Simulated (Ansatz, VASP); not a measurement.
## Two plane-wave programs on Sn

File INCAR:

```
PREC = Accurate
ENCUT = 520
EDIFF = 1E-6
ISMEAR = -1
SIGMA = 0.03
LREAL = False
LASPH = True
NELM = 100
ALGO = Normal
ISIF = 2
LWAVE = False
LCHARG = False
NBANDS = 21
```

The input KPOINTS:

```
Automatic mesh
0
Gamma
  9 9 9
```

POSCAR

```
Sn
1.0
    0.0000000000      3.2380799619      3.2380799619
    3.2380799619      0.0000000000      3.2380799619
    3.2380799619      3.2380799619      0.0000000000
Sn
2
Direct
    0.5000000000      0.5000000000      0.5000000000
    0.7500000000      0.7500000000      0.7500000000
```

Input for Ansatz:

```yaml
crystal:
  lattice:
    - [0.0, 3.2380799619, 3.2380799619]
    - [3.2380799619, 0.0, 3.2380799619]
    - [3.2380799619, 3.2380799619, 0.0]
  atoms:
    - { symbol: Sn, position: [0.5, 0.5, 0.5] }
    - { symbol: Sn, position: [0.75, 0.75, 0.75] }
hamiltonian:
  xc: lda
  pseudopotentials:
    kind: paw
    azcp:
      Sn: "pseudopotentials/Sn.paw.azcp"
basis:
  ecutwfc: 420
  fft_grid_basis: typed
kpoints:
  mp_grid: { grid: [9, 9, 9], shift: [0, 0, 0] }
magnetization:
  spin_polarized: false
scf:
  occupations: { method: fermi_dirac, width: 0.03 }
  lower_state_search: "off"
output:
  stress: true
```

Alike in both runs: task single point; functional LDA; k mesh 9 × 9 × 9; occupations fermi-dirac, width 0.03 eV; no spin polarisation.

|  | VASP | Ansatz |
| --- | --- | --- |
| version | VASP 6.6.1 | Ansatz 0.2.0 |
| potentials or method | VASP PAW LDA potentials, release 64 (Sn_d), cutoff 520 eV | plane waves (420 eV) with PAW, scalar-relativistic |
| valence electrons in the cell | 28 | 28 |

|  | VASP | Ansatz | Ansatz less VASP |
| --- | --- | --- | --- |
| pressure (GPa) | 0.0 | -0.1 | -0.01 |

Ansatz warns that its potentials were made for another functional, while VASP's fit it. LDA's correlation is that of Perdew and Zunger in VASP and of Perdew and Wang (1992) in Ansatz.
